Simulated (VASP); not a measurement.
# MoSe (Fm-3m) in VASP: settings compared

Aim: see how the results for MoSe move with the level of theory and the settings. Levels: PBE-based screened hybrid with 40 % exact exchange, PBEsol-based global hybrid with 25 % exact exchange. Tasks: single point.

Everything below comes from runs of VASP 6.6.1. Logs are shortened: lines on timing, memory, paths and dates and some standing lists are left out, and cuts for length are marked.

### Step 1. The cell of the first run

Symmetry: Fm-3m, No. 225, cubic system. The conventional cell has a = 5.786 Å, b = 5.786 Å, c = 5.786 Å, α = 90.00°, β = 90.00°, γ = 90.00°. Mo (site symmetry m-3m) has 6 Se at 2.89 Å within 3.8 Å. Within 3.8 Å of Se (site symmetry m-3m) lie 6 Mo at 2.89 Å.

### Step 2. Single point, PBE-based screened hybrid with 40 % exact exchange

Input file POSCAR:

```
MoSe
1.0
    0.0000000000      2.8928795100      2.8928795100
    2.8928795100      0.0000000000      2.8928795100
    2.8928795100      2.8928795100      0.0000000000
Mo Se
1 1
Direct
    0.0000000000      0.0000000000      0.0000000000
    0.5000000000      0.5000000000      0.5000000000
```

Input file INCAR.step1:

```
PREC     = Accurate       # precision mode
ENCUT    = 520            # plane-wave cutoff, eV
EDIFF    = 1E-5           # SCF threshold, eV
ISMEAR   = -1             # smearing method
SIGMA    = 0.05           # smearing width, eV
LREAL    = F              # projectors in reciprocal space
LASPH    = T              # aspherical terms in the spheres
NELM     = 60             # most SCF steps
ALGO     = Normal         # electronic algorithm
ISIF     = 2              # what is computed and relaxed
LWAVE    = T              # write WAVECAR
NBANDS   = 17             # bands
GGA      = PE             # functional
```

Input file INCAR.step2:

```
PREC     = Accurate       # precision mode
ENCUT    = 520            # plane-wave cutoff, eV
EDIFF    = 1E-6           # SCF threshold, eV
ISMEAR   = -1             # smearing method
SIGMA    = 0.05           # smearing width, eV
LREAL    = F              # projectors in reciprocal space
LASPH    = T              # aspherical terms in the spheres
NELM     = 60             # most SCF steps
ALGO     = Normal         # electronic algorithm
ISIF     = 2              # what is computed and relaxed
LWAVE    = F              # write WAVECAR
LCHARG   = T              # write CHGCAR
GGA      = PE             # functional
LHFCALC  = T              # exact exchange
AEXX     = 0.4            # exact-exchange fraction
HFSCREEN = 0.2            # screening, 1/A
PRECFOCK = Normal       
LELF     = T              # ELF
LVHAR    = T            
NBANDS   = 17             # bands
ISTART   = 1
```

Input file KPOINTS:

```
Automatic mesh
0
Gamma
  4 4 4
```

Potentials or basis: VASP PAW PBE potentials, release 64 (Mo_sv, Se).

Command:

```sh
> cat potpaw_PBE.64/Mo_sv/POTCAR potpaw_PBE.64/Se/POTCAR > POTCAR
> cp INCAR.step1 INCAR
> mpirun -np 1 vasp_std > vasp.out
> cp INCAR.step2 INCAR
> mpirun -np 1 vasp_std > vasp.out
```

OUTCAR:

```text
PREC = Accurate
   ENCUT = 520
   EDIFF = 1E-6
   ISMEAR = -1
   LREAL = F
   LASPH = T
   NELM = 60
   ISIF = 2
   GGA = PE
   LHFCALC = T
   AEXX = 0.4
   HFSCREEN = 0.2
   PRECFOCK = Normal
   ISTART = 1

 ion  position               nearest neighbor table
   1  0.000  0.000  0.000-   2 2.89   2 2.89   2 2.89   2 2.89   2 2.89   2 2.89
   2  0.500  0.500  0.500-   1 2.89   1 2.89   1 2.89   1 2.89   1 2.89   1 2.89

  LATTYP: Found a face centered cubic cell.
 ALAT       =     5.7857590200

  Lattice vectors:

 A1 = (   0.0000000000,   2.8928795100,   2.8928795100)
 A2 = (   2.8928795100,   0.0000000000,   2.8928795100)
 A3 = (   2.8928795100,   2.8928795100,   0.0000000000)

Analysis of symmetry for initial positions (statically):
=====================================================================
 Subroutine PRICEL returns:
 Original cell was already a primitive cell.

 Routine SETGRP: Setting up the symmetry group for a
 face centered cubic supercell.

 Subroutine GETGRP returns: Found 48 space group operations
 (whereof 48 operations were pure point group operations)
 out of a pool of 48 trial point group operations.

The static configuration has the point symmetry O_h .

Analysis of symmetry for dynamics (positions and initial velocities):
=====================================================================
 Subroutine PRICEL returns:
 Original cell was already a primitive cell.

 Routine SETGRP: Setting up the symmetry group for a
 face centered cubic supercell.

 Subroutine GETGRP returns: Found 48 space group operations
 (whereof 48 operations were pure point group operations)
 out of a pool of 48 trial point group operations.

The dynamic configuration has the point symmetry O_h .

 Subroutine INISYM returns: Found 48 space group operations
 (whereof 48 operations are pure point group operations),
 and found     1 'primitive' translations

----------------------------------------------------------------------------------------

                                     Primitive cell

  volume of cell :      48.4196

  direct lattice vectors                    reciprocal lattice vectors
     0.000000000  2.892879510  2.892879510    -0.172838170  0.172838170  0.172838170
     2.892879510  0.000000000  2.892879510     0.172838170 -0.172838170  0.172838170
     2.892879510  2.892879510  0.000000000     0.172838170  0.172838170 -0.172838170

  length of vectors
     4.091149437  4.091149437  4.091149437     0.299364492  0.299364492  0.299364492

  position of ions in fractional coordinates (direct lattice)
     0.000000000  0.000000000  0.000000000
     0.500000000  0.500000000  0.500000000

  ion indices of the primitive-cell ions
   primitive index   ion index
                 1           1
                 2           2

----------------------------------------------------------------------------------------

 KPOINTS: Automatic mesh

Automatic generation of k-mesh.
 Grid dimensions read from file:
 generate k-points for:    4    4    4

 Generating k-lattice:

  Cartesian coordinates                     Fractional coordinates (reciprocal lattice)
    -0.043209542  0.043209542  0.043209542     0.250000000  0.000000000  0.000000000
     0.043209542 -0.043209542  0.043209542     0.000000000  0.250000000  0.000000000
     0.043209542  0.043209542 -0.043209542     0.000000000  0.000000000  0.250000000

  Length of vectors
     0.074841123  0.074841123  0.074841123

  Shift w.r.t. Gamma in fractional coordinates (k-lattice)
     0.000000000  0.000000000  0.000000000

 Subroutine IBZKPT returns following result:
 ===========================================

 Found      8 irreducible k-points:

 Following reciprocal coordinates:
            Coordinates               Weight
  0.000000  0.000000  0.000000      1.000000
  0.250000  0.000000  0.000000      8.000000
  0.500000  0.000000  0.000000      4.000000
  0.250000  0.250000  0.000000      6.000000
  0.500000  0.250000  0.000000     24.000000
 -0.250000  0.250000  0.000000     12.000000
  0.500000  0.500000  0.000000      3.000000
 -0.250000  0.500000  0.250000      6.000000
   k-points           NKPTS =      8   k-points in BZ     NKDIM =     64   number of bands    NBANDS=     17
   number of dos      NEDOS =    301   number of ions     NIONS =      2
   total plane-waves  NPLWV =  27000
   dimension x,y,z NGX =    30 NGY =   30 NGZ =   30
   dimension x,y,z NGXF=    60 NGYF=   60 NGZF=   60
   ions per type =               1   1
   NGX,Y,Z   is equivalent  to a cutoff of  12.19, 12.19, 12.19 a.u.
   NGXF,Y,Z  is equivalent  to a cutoff of  24.38, 24.38, 24.38 a.u.
 SYSTEM =  unknown system
   PREC   = accura    normal or accurate (medium, high low for compatibility)
   ISTART =      1    job   : 0-new  1-cont  2-samecut
   ICHARG =      0    charge: 1-file 2-atom 10-const
   ISPIN  =      1    spin polarized calculation?
   LNONCOLLINEAR =      F non collinear calculations
   LSORBIT =      F    spin-orbit coupling
   LASPH  =      T    aspherical Exc in radial PAW
   ENCUT  =  520.0 eV  38.22 Ry    6.18 a.u.   7.61  7.61  7.61*2*pi/ulx,y,z
   NELM   =     60;   NELMIN=  2; NELMDL=  0     # of ELM steps
   EDIFF  = 0.1E-05   stopping-criterion for ELM
   LREAL  =      F    real-space projection
   EDIFFG = 0.1E-04   stopping-criterion for IOM
   NSW    =      0    number of steps for IOM
   IBRION =     -1    ionic relax: 0-MD 1-quasi-New 2-CG
   NFREE  =      0    steps in history (QN), initial steepest desc. (CG)
   ISIF   =      2    stress and relaxation
   ISYM   =      3    0-nonsym 1-usesym 2-fastsym
   POTIM  = 0.5000    time-step for ionic-motion
   TEBEG  =    0.0;   TEEND  =   0.0 temperature during run
   PSTRESS=    0.0 pullay stress
   NELECT =      20.0000    total number of electrons
   NUPDOWN=      -1.0000    fix difference up-down
   EMIN   =  10.00;   EMAX   =-10.00  energy-range for DOS
   EFERMI =   0.00;   METHOD = LEGACY
   ISMEAR =    -1;   SIGMA  =   0.05  broadening in eV -4-tet -1-fermi 0-gaus
   EFERMI_NEDOS =   21; number of points for ismear=-14 and -15
   IALGO  =     38    algorithm
   IMIX   =      1    mixing-type and parameters
     AMIX     =   0.40;   BMIX     =  1.00
     AMIX_MAG =   1.60;   BMIX_MAG =  1.00
  volume/ion in A,a.u.               =      24.21       163.38
  Fermi-wavevector in a.u.,A,eV,Ry     =   1.219208  2.303969 20.224628  1.486468
  Thomas-Fermi vector in A             =   2.354468
   LORBIT       =      0    0 simple, 1 ext, 2 COOP (PROOUT), +10 PAW based schemes
   GGA     = PE    functional components
   LHFCALC =     T    Hartree Fock is set to
   PRECFOCK=normal    Normal, Fast or Accurate (Low or Medium for compatibility)
   ENCUT4O =  -1.0   cutoff for four orbital integrals eV
   NKREDX  =     1    reduce k-point grid by
   NKREDY  =     1    reduce k-point grid by
   NKREDZ  =     1    reduce k-point grid by
   AEXX    =    0.4000 exact exchange contribution
   HFSCREEN=    0.2000 screening length (either q_TF or 0.3 A-1)
   HFSCREENC=   0.2000 screening length for correlation (either q_TF or 0.3 A-1)
   ENCUTFOCK=  -1.0 apply spherical cutoff to Coloumb kernel
   IVDW    =     0    specifies the selected vdW correction
   LEPSILON=     F    determine dielectric tensor
   LRPA    =     F    only Hartree local field effects (RPA)
 non-spin polarized calculation
  energy-cutoff  :      520.00
  volume of cell :       48.42
 maximum number of plane-waves:      1323
  NGX = 24; NGY = 24; NGZ = 24

 number of electron      20.0000001 magnetization

 Free energy of the ion-electron system (eV)
  ---------------------------------------------------
  ext. energy  EPLUGINS =         0.00000000
  ---------------------------------------------------
  free energy    TOTEN  =       -16.61383444 eV

  energy without entropy =      -16.60943804  energy(sigma->0) =      -16.61163624

 E-fermi :   5.2179     XC(G=0):  -7.4056

 val. band max:        5.1543042539   @ k =   0.5000   0.0000   0.0000
 cond. band min:       5.7903852485   @ k =   0.2500   0.0000   0.0000
 fundamental gap:      0.6360809946
 Fermi energy:         5.2178942716

 k-point     1 :       0.0000    0.0000    0.0000
  band No.  band energies     occupation
      1     -62.1165      2.00000
      2     -34.1763      2.00000
      3     -33.8620      2.00000
      4     -33.7847      2.00000
      5     -10.9112      2.00000
      6       3.0134      2.00000
[... 9 lines left out ...]
     16      16.8076      0.00000
     17      17.0077      0.00000

 k-point     2 :       0.2500    0.0000    0.0000
  band No.  band energies     occupation
      1     -62.1155      2.00000
      2     -34.1808      2.00000
      3     -33.8731      2.00000
      4     -33.7934      2.00000
      5     -10.4725      2.00000
      6       0.1767      2.00000
[... 9 lines left out ...]
     16      14.8348      0.00000
     17      14.8889      0.00000

 k-point     3 :       0.5000    0.0000    0.0000
  band No.  band energies     occupation
      1     -62.1145      2.00000
      2     -34.1869      2.00000
      3     -33.8843      2.00000
      4     -33.8000      2.00000
      5      -9.9503      2.00000
      6      -1.5572      2.00000
[... 9 lines left out ...]
     16      12.4613      0.00000
     17      15.3656      0.00000

 k-point     4 :       0.2500    0.2500    0.0000
  band No.  band energies     occupation
      1     -62.1151      2.00000
      2     -34.1836      2.00000
      3     -33.8772      2.00000
      4     -33.7983      2.00000
      5     -10.4096      2.00000
      6       0.0539      2.00000
[... 9 lines left out ...]
     16      14.5682      0.00000
     17      15.5001      0.00000

 k-point     5 :       0.5000    0.2500    0.0000
  band No.  band energies     occupation
      1     -62.1139      2.00000
      2     -34.1899      2.00000
      3     -33.8898      2.00000
      4     -33.8066      2.00000
      5     -10.0045      2.00000
      6      -0.6570      2.00000
[... 9 lines left out ...]
     16      14.6245      0.00000
     17      15.2314      0.00000

 k-point     6 :      -0.2500    0.2500    0.0000
  band No.  band energies     occupation
      1     -62.1144      2.00000
      2     -34.1907      2.00000
      3     -33.8794      2.00000
      4     -33.8043      2.00000
      5     -10.0723      2.00000
      6      -0.6885      2.00000
[... 9 lines left out ...]
     16      13.6544      0.00000
     17      13.8766      0.00000

 k-point     7 :       0.5000    0.5000    0.0000
  band No.  band energies     occupation
      1     -62.1134      2.00000
      2     -34.1938      2.00000
      3     -33.8957      2.00000
      4     -33.8115      2.00000
      5     -10.0521      2.00000
      6      -0.2683      2.00000
[... 9 lines left out ...]
     16      15.6525      0.00000
     17      18.0817      0.00000

 k-point     8 :      -0.2500    0.5000    0.2500
  band No.  band energies     occupation
      1     -62.1135      2.00000
      2     -34.1931      2.00000
      3     -33.8904      2.00000
      4     -33.8140      2.00000
      5      -9.9407      2.00000
      6       0.2081      2.00000
[... 9 lines left out ...]
     16      13.8899      0.00000
     17      14.0249      0.00000

------------------------ aborting loop because EDIFF is reached ----------------------------------------

  FORCE on cell =-STRESS in cart. coord.  units (eV):
  Direction    XX          YY          ZZ          XY          YZ          ZX
  --------------------------------------------------------------------------------------
  -------------------------------------------------------------------------------------
  Total       -5.6444600     -5.6444600     -5.6444600      0.0000000      0.0000000     -0.0000000
  in kB     -186.7720780   -186.7720780   -186.7720780      0.0000000      0.0000000     -0.0000000
  external PRESSURE =    -186.7720780 kB  Pullay stress =       0.0000000 kB

 VOLUME and BASIS-vectors are now :
 -----------------------------------------------------------------------------
  energy-cutoff  :      520.00
  volume of cell :       48.42
      direct lattice vectors                 reciprocal lattice vectors
     0.000000000  2.892879510  2.892879510    -0.172838170  0.172838170  0.172838170
     2.892879510  0.000000000  2.892879510     0.172838170 -0.172838170  0.172838170
     2.892879510  2.892879510  0.000000000     0.172838170  0.172838170 -0.172838170

 POSITION                                       TOTAL-FORCE (eV/Angst)
 -----------------------------------------------------------------------------------
      0.00000      0.00000      0.00000         0.000000      0.000000     -0.000000
      2.89288      2.89288      2.89288         0.000000      0.000000      0.000000
 -----------------------------------------------------------------------------------
    total drift:                                0.000002      0.000002      0.000002

  FREE ENERGIE OF THE ION-ELECTRON SYSTEM (eV)
  ---------------------------------------------------
  free  energy   TOTEN  =       -16.6138344376 eV

  energy  without entropy=      -16.6094380415  energy(sigma->0) =      -16.61163624
```

It took 33 min on 1 thread of AMD EPYC 7R43 (Zen 3), shared host; peak memory 0.24 GiB.

What came out:

| Quantity | Value |
| --- | --- |
| Free energy | -16.6138 eV |
| Pressure | -18.7 GPa |
| Band gap on the k mesh | zero (bands 10 and 11 overlap by 0.09 eV) |

Levels at points of the mesh, in eV from the Fermi level:
| k point | band 7 | band 8 | band 9 | band 10 | band 11 | band 12 | band 13 | band 14 |
| --- | --- | --- | --- | --- | --- | --- | --- | --- |
| (0.00, 0.00, 0.00) | -2.13 | -2.11 | -2.06 | -1.58 | -0.16 | 0.70 | 0.71 | 2.26 |
| (0.50, 0.00, 0.00) | -4.39 | -4.32 | -0.79 | -0.06 | 1.44 | 3.73 | 4.99 | 5.03 |
| (0.50, 0.50, 0.00) | -3.44 | -3.41 | -2.59 | -0.57 | 1.37 | 1.49 | 2.65 | 3.01 |

Caveat: the k points lie up to 0.47 Å⁻¹ apart; the PAW data sets were made with another functional, which shifts forces and pressure a little.

### Step 3. Single point, PBEsol-based global hybrid with 25 % exact exchange

This run uses another cell than the first one, of 16.61 Å³/atom.

Input file POSCAR:

```
MoSe
1.0
    0.0000000000      2.5513251394      2.5513251394
    2.5513251394      0.0000000000      2.5513251394
    2.5513251394      2.5513251394      0.0000000000
Mo Se
1 1
Direct
    0.0000000000      0.0000000000      0.0000000000
    0.5000000000      0.5000000000      0.5000000000
```

Input file INCAR.step1:

```
SYSTEM = MoSe
PREC = Accurate ; ENCUT = 520
EDIFF = 1E-5 ; ISMEAR = -1
SIGMA = 0.05 ; LREAL = .FALSE.
LASPH = .TRUE. ; NELM = 100
ALGO = Normal ; ISIF = 2
LWAVE = .TRUE. ; NBANDS = 17
GGA = PE
```

Input file INCAR.step2:

```
SYSTEM = MoSe
PREC = Accurate ; ENCUT = 520
EDIFF = 1E-7 ; ISMEAR = -1
SIGMA = 0.05 ; LREAL = .FALSE.
LASPH = .TRUE. ; NELM = 100
ALGO = Normal ; ISIF = 2
LWAVE = .FALSE. ; LCHARG = .TRUE.
GGA = PS ; LHFCALC = .TRUE.
AEXX = 0.25 ; PRECFOCK = Normal
LELF = .TRUE. ; LVHAR = .TRUE.
NBANDS = 17 ; ISTART = 1
```

Input file KPOINTS:

```
Automatic mesh
0
G
  4 4 4
  0 0 0
```

Potentials or basis: VASP PAW PBE potentials, release 64 (Mo_sv, Se).

Command:

```sh
> cat potpaw_PBE.64/Mo_sv/POTCAR potpaw_PBE.64/Se/POTCAR > POTCAR
> cp INCAR.step1 INCAR
> mpirun -np 1 vasp_std > vasp.out
> cp INCAR.step2 INCAR
> mpirun -np 1 vasp_std > vasp.out
```

Wall time 14 min (1 thread of AMD EPYC 7R43 (Zen 3), shared host); peak memory 0.14 GiB.

The run converged. Its results:

```
Free energy            : -18.5991 eV
Pressure               : 0.0 GPa
Band gap on the k mesh : zero (bands 10 and 11 overlap by 3.23 eV)
```

Levels at points of the mesh, in eV from the Fermi level:
```tsv
k point	band 6	band 7	band 8	band 9	band 10	band 11	band 12	band 13	band 14	band 15
(0.00, 0.00, 0.00)	-3.27	-3.27	-3.27	-3.24	-3.24	-3.24	-2.26	-2.26	4.12	8.62
(0.50, 0.00, 0.00)	-10.12	-7.34	-7.34	-0.72	-0.72	1.11	3.03	6.38	6.38	7.19
(0.50, 0.50, 0.00)	-8.08	-5.26	-5.14	-5.14	-1.12	1.00	1.00	2.49	3.98	11.26
```

Caveat: the k points lie up to 0.53 Å⁻¹ apart, too coarse for converged energies and pressures of a metal; the PAW data sets were made with another functional, which shifts forces and pressure a little.
